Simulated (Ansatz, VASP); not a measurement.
**One calculation of SrO, two programs**

INCAR

```
  PREC = Accurate
  ENCUT = 520
  EDIFF = 1E-8
  ISMEAR = -1
  SIGMA = 0.02
  LREAL = False
  LASPH = True
  NELM = 80
  ALGO = Normal
  ISIF = 2
  LWAVE = False
  LCHARG = False
  GGA = PE
  LEFG = True
  NBANDS = 15
```

Contents of KPOINTS:

```
regular mesh
0
Gamma
  8 8 8
```

Contents of POSCAR:

```
SrO
1.0
    0.0000000000      2.5910389797      2.5910389797
    2.5910389797      0.0000000000      2.5910389797
    2.5910389797      2.5910389797      0.0000000000
Sr O
1 1
Direct
    0.0000000000      0.0000000000      0.0000000000
    0.5000000000      0.5000000000      0.5000000000
```

Input for Ansatz:

```yaml
crystal:
  lattice:
    - [0.0, 2.5910389797, 2.5910389797]
    - [2.5910389797, 0.0, 2.5910389797]
    - [2.5910389797, 2.5910389797, 0.0]
  atoms:
    - { symbol: Sr, position: [0.0, 0.0, 0.0] }
    - { symbol: O, position: [0.5, 0.5, 0.5] }
kpoints:
  mp_grid: { grid: [8, 8, 8] }
scf:
  occupations: { method: fermi_dirac, width: 0.02 }
hamiltonian:
  xc: pbe
  pseudopotentials: { kind: paw }
output:
  forces: true
  stress: true
  eigenvalues: true
  efg: { contact_densities: true }
```

Change from the starting cell: volume scaled by 1.025, PAW files.

Alike in both runs: task electric field gradients; functional PBE; k mesh 8 × 8 × 8; occupations fermi-dirac, width 0.02 eV; no spin polarisation.

|  | VASP | Ansatz |
| --- | --- | --- |
| version | VASP 6.6.1 | Ansatz 0.2.0 |
| potentials or method | VASP PAW PBE potentials, release 64 (Sr_sv, O) | PAW with Ansatz's default frozen-core files, scalar-relativistic |
| plane-wave cutoff (eV) | 520 | 420 |
| valence electrons in the cell | 16 | 16 |

VASP gave:

- gap on the k mesh at the Fermi level (eV): 3.28
- pressure (GPa): 1.2

Problem. Which values does Ansatz return?

Solution. gap on the k mesh at the Fermi level (eV): 3.32; pressure (GPa): 0.6.

With one functional, cell and mesh, what is left measures potentials, basis and numerics.
